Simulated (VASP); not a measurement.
Input of a VASP 6.6.1 run:

The input INCAR:

```
SYSTEM = W
ALGO = Fast
EDIFF = 1E-6
ENCUT = 520
GGA = PE
ISIF = 2
ISMEAR = 0
LASPH = .True.
LCHARG = .False.
LREAL = .False.
LWAVE = .False.
NBANDS = 21
NELM = 100
PREC = Accurate
SIGMA = 0.1
```

KPOINTS

```
k-points
0
Gamma
  18 18 8
  0 0 0
```

Contents of POSCAR:

```
W
1.0
    2.7765756484      0.0000000000      0.0000000000
   -1.3882878242      2.4045850471      0.0000000000
    0.0000000000      0.0000000000      4.9511124625
W
2
Direct
    0.0000000000      0.0000000000      0.0000000000
    0.3333333333      0.6666666667      0.5000000000
```

Potentials or basis: VASP PAW PBE potentials, release 64 (W_sv).

Launch:

```bash
$ cat potpaw_PBE.64/W_sv/POTCAR > POTCAR
$ mpirun -np 1 vasp_std > vasp.out
```

Task: Predict the pressure.

Result: 0.5 GPa.

Task: What does it give for the band gap on the k mesh?

Result: Zero (bands 14 and 15 overlap by 1.63 eV).

Stress tensor (GPa, compression positive):
```
0.57 0.00 0.00
0.00 0.57 0.00
0.00 0.00 0.38
```

Caveat: spin-orbit coupling is left out, which moves the levels of the heavy elements.
